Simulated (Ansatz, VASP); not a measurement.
## H2O in VASP and in Ansatz

```xyz
3
Lattice="15.0000 0.0000 0.0000 0.0000 15.5000 0.0000 0.0000 0.0000 16.0000" Properties=species:S:1:pos:R:3 pbc="T T T"
O     7.5014    7.4390    7.7520
H     8.2628    7.9275    8.1007
H     6.7358    7.8835    8.1474
```

Alike in both runs: functional PBE; dispersion D3(BJ); k mesh 1 × 1 × 1; occupations gaussian, width 0.005 eV; no spin polarisation.

Ansatz relaxed the structure, and its values are those at the end. VASP's run is a single point on that final structure, the one shown.

|  | VASP | Ansatz |
| --- | --- | --- |
| version | VASP 6.6.1 | Ansatz 0.2.0 |
| potentials or method | VASP PAW PBE potentials, release 64 (O, H), cutoff 520 eV | scalar-relativistic, plane waves, PAW |
| valence electrons in the cell | 8 | 8 |

```csv
,VASP,Ansatz,Ansatz less VASP
gap on the k mesh at the Fermi level (eV),6.23,6.25,+0.012
rms of the force components (eV/Å),0.068,0.001,-0.0673
```
